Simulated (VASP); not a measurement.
CdSi2: relaxation of cell and atoms with PBE

Crystal: CdSi2.

```
Cd Si
1.0
     5.61522    0.00000    0.00000
     0.00000    5.61522    0.00000
     0.00000    0.00000    3.61677
Cd Si
2 4
Direct
  0.00000 0.00000 0.00000
  0.50000 0.50000 0.50000
  0.30600 0.30600 0.00000
  0.19400 0.80600 0.50000
  0.69400 0.69400 0.00000
  0.80600 0.19400 0.50000
```

```yaml
Program: VASP 6.6.1
Task: relaxation of cell and atoms
Functional: PBE
Potentials_or_basis: VASP PAW PBE potentials, release 64 (Cd, Si)
Cutoff: 600 eV
k_mesh: 4 × 4 × 6
Occupations: gaussian, width 0.1 eV
Spin: no spin polarisation
Dipole_correction: no
Further_INCAR_settings: ALGO = Normal; EDIFF = 1e-06; IBRION = 2; EDIFFG = -0.04; NSW = 90; ISIF = 3
```

```json
{
  "Relaxed volume": "24.40 Å³/atom",
  "Relaxed cell": "a = 5.261 Å, b = 5.261 Å, c = 5.290 Å, α = 90.00°, β = 90.00°, γ = 90.00°",
  "Space group after relaxing (to 0.1 Å)": "P4_2/mnm (No. 136)",
  "Energy gained by relaxing": "585.7 meV/atom",
  "Ionic steps": "28",
  "Pressure after relaxing": "0.0 GPa",
  "Band gap on the k mesh": "zero (bands 20 and 21 overlap by 1.50 eV)"
}
```

Stress tensor (GPa, compression positive):
```
 0.01  0.00  0.00
 0.00  0.01  0.00
 0.00  0.00 -0.15
```

Step by step:
```
step  energy change (eV)  largest force (eV/Å)  pressure (GPa)  volume (Å³)
   1              0.0000                1.3676           25.01       114.04
   2             -2.0316                0.4631           -4.70       169.76
   3             -2.4373                0.2552            0.32       147.50
   4             -2.4381                0.2773           -0.10       148.76
   5             -2.4553                0.2525           -0.16       148.83
   6             -2.5038                0.2113           -0.34       149.04
   7             -2.5907                0.1661           -0.65       149.29
   8             -2.8203                0.3440           -0.85       149.22
   9             -2.4085                4.6122            6.97       146.89
  10             -2.8976                0.4594           -0.81       149.09
  11             -3.2944                0.1867            0.37       148.26
  12             -3.2131                1.4573            2.42       147.64
  13             -3.3071                0.4291            0.73       148.11
  14             -3.3055                0.5841            0.98       148.03
  15             -3.3133                0.6966            1.05       148.27
  16             -3.3161                0.8479            1.17       148.56
  17             -3.3340                0.7975            0.95       148.89
  18             -3.3803                0.6496            0.35       149.88
  19             -3.4400                0.3685           -0.71       151.82
  20             -3.4428                0.1522           -2.38       155.61
  21             -3.4592                0.0916           -1.65       153.82
  22             -3.4774                0.0925           -1.40       152.47
  23             -3.5064                0.0818           -0.67       149.08
  24             -3.4745                0.0009            1.29       142.36
  25             -3.5106                0.0761           -0.24       147.44
  26             -3.5106                0.0746           -0.20       147.28
  27             -3.5122                0.0496           -0.15       146.99
  28             -3.5140                0.0003           -0.04       146.41
```

Final structure:
```
Cd Si
1.0
     5.26056    0.00000    0.00000
     0.00000    5.26056    0.00000
     0.00000    0.00000    5.29044
Cd Si
2 4
Direct
  0.00000 0.00000 0.00000
  0.50000 0.50000 0.50000
  0.34912 0.34912 0.00000
  0.15088 0.84912 0.50000
  0.65088 0.65088 0.00000
  0.84912 0.15088 0.50000
```

Levels at points of the mesh, in eV from the Fermi level:
```
           k point  band 18  band 19  band 20  band 21  band 22  band 23
(0.00, 0.00, 0.00)    -0.90    -0.84    -0.30    -0.30     1.94     1.94
(0.50, 0.00, 0.00)    -2.59    -1.08    -1.08     0.39     0.39     1.80
(0.50, 0.50, 0.00)    -2.34    -1.54    -1.54     1.01     1.01     2.83
(0.00, 0.00, 0.50)    -1.12     0.18     0.18     0.61     0.61     1.29
(0.50, 0.00, 0.50)    -2.24    -0.69    -0.69    -0.55    -0.55     2.38
(0.50, 0.50, 0.50)    -3.05     0.94     0.94     2.38     2.38     3.37
```

It took 20 min on 1 thread of Oxide Virtual Turin-like Processor, with other jobs on the host, peak memory 0.26 GiB.

Caveat: the volume moved by over 15 % at a fixed basis, so the end points are rough.
